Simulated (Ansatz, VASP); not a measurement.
**Mg in VASP and in Ansatz**

```
Mg
1.0
     3.02056    0.00000    0.00000
     0.00000    3.02056    0.00000
     0.00000    0.00000    3.02056
Mg
1
Direct
  0.00000 0.00000 0.00000
```

Alike in both runs: functional PBE; k mesh 11 × 11 × 11; occupations fermi-dirac, width 0.1 eV; no spin polarisation.

Ansatz relaxed the structure, and its values are those at the end. VASP's run is a single point on that final structure, the one shown.

```csv
,VASP,Ansatz
version,VASP 6.6.1,Ansatz 0.2.0
potentials or method,"VASP PAW PBE potentials, release 64 (Mg), cutoff 520 eV","plane waves (420 eV) with PAW, scalar-relativistic"
valence electrons in the cell,2,10
```

Ansatz gave:

```
pressure (GPa) : 0.0
```

Task: What did VASP give for the same quantities?

Result: Pressure (GPa): -0.1.

VASP's potentials hold 2 valence electrons a cell and Ansatz's 10, so a difference there can come from the potentials and not from the codes.
